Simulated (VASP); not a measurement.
Write the native input for VASP 6.6.1 that does the following.

* Task: single point
* Functional: PBE
* Potentials or basis: VASP PAW PBE potentials, release 64 (Be, Se)
* Cutoff: 520 eV
* k mesh: 3 × 3 × 3
* Occupations: gaussian, width 0.1 eV
* Spin: no spin polarisation
* Dipole correction: no
* Further INCAR settings: ALGO = Normal; EDIFF = 1e-07; NBANDS = 25

The structure of BeSe5 lies in POSCAR:

```
BeSe5
1.0
    3.4791169288      2.0086690945      2.9964059954
   -3.4791169288      2.0086690945      2.9964059954
    0.0000000000     -4.0173381917      2.9964059936
Be Se
1 5
Direct
    0.5000000000      0.5000000000      0.5000000000
    0.4987101458      0.5012898542      0.0000000000
    0.1476842777      0.1476842777      0.1476842777
    0.0000000000      0.4987101458      0.5012898542
    0.5012898542      0.0000000000      0.4987101458
    0.8523157223      0.8523157223      0.8523157223
```

One way to write it, as run:

INCAR

```
SYSTEM = BeSe5
  ALGO = Normal
  EDIFF = 1E-7
  ENCUT = 520
  GGA = PE
  ISIF = 2
  ISMEAR = 0
  LASPH = .True.
  LCHARG = .False.
  LREAL = .False.
  LWAVE = .False.
  NBANDS = 25
  NELM = 100
  PREC = Accurate
  SIGMA = 0.1
```

KPOINTS

```
k-points
0
Gamma
  3 3 3
  0 0 0
```

Potentials or basis: VASP PAW PBE potentials, release 64 (Be, Se).

Command:

```console
$ cat potpaw_PBE.64/Be/POTCAR potpaw_PBE.64/Se/POTCAR > POTCAR
$ mpirun -np 1 vasp_std > vasp.out
```

Results of the run:

| Property | Result |
| --- | --- |
| Pressure | 0.3 GPa |
| Largest force | 0.018 eV/Å |
| Band gap on the k mesh | zero (band 16 reaches 4.39 eV, above the bottom of band 17 at 3.33 eV) |

Caveat: the k points lie up to 0.42 Å⁻¹ apart.

Wall time 17 s on 1 thread of Intel(R) Xeon(R) 6975P-C (Granite Rapids), with other jobs on the host, peak memory 0.23 GiB.
